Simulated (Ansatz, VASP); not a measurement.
Tl in VASP and in Ansatz

```
CELL_PARAMETERS angstrom
3.50658 0.00000 0.00000
-1.75329 3.03679 0.00000
0.00000 0.00000 5.46966
ATOMIC_POSITIONS crystal
Tl 0.33333 0.66667 0.25000
Tl 0.66667 0.33333 0.75000
```

Alike in both runs: task single point; functional revPBE; k mesh 16 × 16 × 9; occupations fermi-dirac, width 0.1 eV; no spin polarisation.

```csv
,VASP,Ansatz
version,VASP 6.6.1,Ansatz 0.2.0
potentials or method,"VASP PAW PBE potentials, release 64 (Tl_d), cutoff 520 eV","plane waves (420 eV) with PAW, scalar-relativistic"
valence electrons in the cell,26,26
```

|  | VASP | Ansatz | Ansatz less VASP |
| --- | --- | --- | --- |
| pressure (GPa) | 3.8 | 3.9 | +0.06 |
| traceless stress, the component that is largest in VASP (GPa) | 0.53 | 0.53 | +0.001 |

VASP's potentials were made for PBE, not for revPBE. The functional is the same, so the differences come from potentials, cutoffs and numerics.

Neither program's run includes spin-orbit coupling.
